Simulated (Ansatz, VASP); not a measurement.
# Hg2S: VASP beside Ansatz

```
CELL_PARAMETERS angstrom
0.00000 4.94231 4.94231
4.94231 0.00000 4.94231
4.94231 4.94231 0.00000
ATOMIC_POSITIONS crystal
Hg 0.85377 0.43870 0.85377
Hg 0.85377 0.85377 0.85377
Hg 0.43870 0.85377 0.85377
Hg 0.85377 0.85377 0.43870
S 0.50000 0.50000 0.50000
S 0.00000 0.00000 0.00000
```

Alike in both runs: functional PBE; k mesh 8 × 8 × 8; occupations gaussian, width 0.1 eV; no spin polarisation.

Ansatz relaxed the structure, and its values are those at the end. VASP's run is a single point on that final structure, the one shown.

|  | VASP | Ansatz |
| --- | --- | --- |
| version | VASP 6.6.1 | Ansatz 0.2.0 |
| potentials or method | VASP PAW PBE potentials, release 64 (Hg, S), cutoff 520 eV | scalar-relativistic, plane waves, PAW |
| valence electrons in the cell | 60 | 92 |

|  | VASP | Ansatz | Ansatz less VASP |
| --- | --- | --- | --- |
| gap on the k mesh at the Fermi level (eV) | none | none | - |
| pressure (GPa) | 0.2 | 0.0 | -0.19 |
| rms of the force components (eV/Å) | 0.014 | 0.001 | -0.0130 |

A gap of «none» marks a metal or a gap that the smearing closes. VASP's potentials hold 60 valence electrons a cell and Ansatz's 92, so a difference there can come from the potentials and not from the codes. Ansatz's warnings: xc potential rough in thin density.

Spin-orbit coupling is off throughout.
